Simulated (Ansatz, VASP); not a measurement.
# CaS: VASP beside Ansatz

File POSCAR:

```
CaS
1.0
    2.7311659312      2.7311659312      0.0000000000
   -2.7311659312      2.7311659312      0.0000000000
    0.0000000000      2.7311659312      2.7311659312
Ca S
1 1
Direct
    0.0000000000      0.0000000000      0.0000000000
    0.5000000000      0.5000000000      0.0000000000
```

INCAR.step1

```
SYSTEM = CaS
  PREC = Accurate
  ENCUT = 550
  ISMEAR = 0
  SIGMA = 0.01
  LREAL = .FALSE.
  LASPH = .TRUE.
  NELM = 120
  NBANDS = 15
  GGA = PE
  ALGO = Normal
  EDIFF = 1E-5
  LWAVE = .TRUE.
  LCHARG = .FALSE.
  GGA_COMPAT = .FALSE.
```

INCAR.step2

```
SYSTEM = CaS
  PREC = Accurate
  ENCUT = 550
  EDIFF = 1E-6
  ISMEAR = 0
  SIGMA = 0.01
  LREAL = .FALSE.
  LASPH = .TRUE.
  NELM = 120
  ALGO = Normal
  ISIF = 2
  LWAVE = .FALSE.
  LCHARG = .FALSE.
  METAGGA = R2SCAN
  LMIXTAU = .TRUE.
  NBANDS = 15
  ISTART = 1
  GGA_COMPAT = .FALSE.
```

File KPOINTS:

```
regular mesh
0
G
  8 8 8
  0 0 0
```

Input for Ansatz:

```yaml
crystal:
  lattice:
    - [2.7311659312, 2.7311659312, 0.0]
    - [-2.7311659312, 2.7311659312, 0.0]
    - [0.0, 2.7311659312, 2.7311659312]
  atoms:
    - { symbol: Ca, position: [0.0, 0.0, 0.0] }
    - { symbol: S, position: [0.5, 0.5, 0.0] }
kpoints:
  mp_grid: { grid: [8, 8, 8] }
scf:
  occupations: { method: fixed }
  convergence: { dr2_threshold: 1.0e-10 }
hamiltonian:
  xc: r2scan
  pseudopotentials: { kind: paw }
output:
  forces: true
  stress: true
  eigenstates:
    kpoints:
      - [0.0, 0.0, 0.0]
      - [-0.5, 0.5, 0.0]
      - [-0.5, -0.5, -0.5]
      - [0.0, 0.0, -0.5]
      - [0.0, -0.5, -0.5]
      - [0.0, 0.5, 0.0]
      - [-0.5, 0.0, 0.0]
      - [-0.5, 0.0, -0.5]
  eigenvalues: true
```

Alike in both runs: task single point; functional r2SCAN; k mesh 8 × 8 × 8; no spin polarisation.

|  | VASP | Ansatz |
| --- | --- | --- |
| version | VASP 6.6.1 | Ansatz 0.2.0 |
| potentials or method | VASP PAW PBE potentials, release 64 (Ca_sv, S) | PAW with Ansatz's default frozen-core files, scalar-relativistic |
| plane-wave cutoff (eV) | 550 | 500 |
| occupations | gaussian, width 0.01 eV | fixed |
| valence electrons in the cell | 16 | 16 |

```csv
,VASP,Ansatz,Ansatz less VASP
gap on the k mesh at the Fermi level (eV),2.46,2.46,+0.001
pressure (GPa),10.5,10.0,-0.49
```

VASP's potentials were made for PBE, not for r2SCAN.
